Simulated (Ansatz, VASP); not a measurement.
Given: the input of a run of VASP 6.6.1 on Mo.

POSCAR

```
Mo
1.0
   -1.5838089719      1.5838089719      1.5838089719
    1.5838089719     -1.5838089719      1.5838089719
    1.5838089719      1.5838089719     -1.5838089719
Mo
1
Direct
    0.0000000000      0.0000000000      0.0000000000
```

File INCAR.step1:

```
PREC = Accurate ; ENCUT = 520
EDIFF = 1E-5 ; ISMEAR = -1
SIGMA = 0.05 ; LREAL = False
LASPH = True ; NELM = 100
ALGO = Normal ; ISIF = 2
LWAVE = True ; LCHARG = False
NBANDS = 13 ; GGA = PE
```

File INCAR.step2:

```
PREC = Accurate ; ENCUT = 520
EDIFF = 1E-7 ; ISMEAR = -1
SIGMA = 0.05 ; LREAL = False
LASPH = True ; NELM = 100
ALGO = Normal ; ISIF = 2
LWAVE = False ; LCHARG = False
GGA = PE ; LHFCALC = True
AEXX = 0.25 ; PRECFOCK = Normal
NBANDS = 13 ; ISTART = 1
```

KPOINTS

```
Automatic mesh
0
Gamma
  6 6 6
```

Potentials or basis: VASP PAW PBE potentials, release 64 (Mo_sv).

Command:

```sh
$ cat potpaw_PBE.64/Mo_sv/POTCAR > POTCAR
$ cp INCAR.step1 INCAR
$ mpirun -np 1 vasp_std > vasp.out
$ cp INCAR.step2 INCAR
$ mpirun -np 1 vasp_std > vasp.out
```

**Question.** Translate it to Ansatz 0.2.0. Potentials there: Ansatz PAW.

**Answer.** As run (the cutoff follows the program's own potentials):

Contents of input.yaml:

```yaml
crystal:
  lattice:
    - [-1.5838089719, 1.5838089719, 1.5838089719]
    - [1.5838089719, -1.5838089719, 1.5838089719]
    - [1.5838089719, 1.5838089719, -1.5838089719]
  atoms:
    - { symbol: Mo, position: [0.0, 0.0, 0.0] }
hamiltonian:
  xc: pbe0
  pseudopotentials: { kind: paw }
kpoints:
  mp_grid: { grid: [6, 6, 6] }
scf:
  occupations: { method: fermi_dirac, width: 0.05 }
output:
  forces: true
  stress: true
  eigenvalues: true
```

Potentials or basis: Ansatz PAW.

Run with:

```bash
$ ansatz run input.yaml --threads 2 --pin off --max-ram 5632MiB --backend cpu --events-out ev --progress --plain --runs-dir out
```

Both were run:

|  | VASP | Ansatz | Ansatz less VASP |
| --- | --- | --- | --- |
| gap on the k mesh at the Fermi level (eV) | none | none | - |
| pressure (GPa) | -8.9 | -9.5 | -0.61 |

A gap of «none» marks a metal or a gap that the smearing closes.

The k mesh is coarse, so the values compare programs but aren't converged.
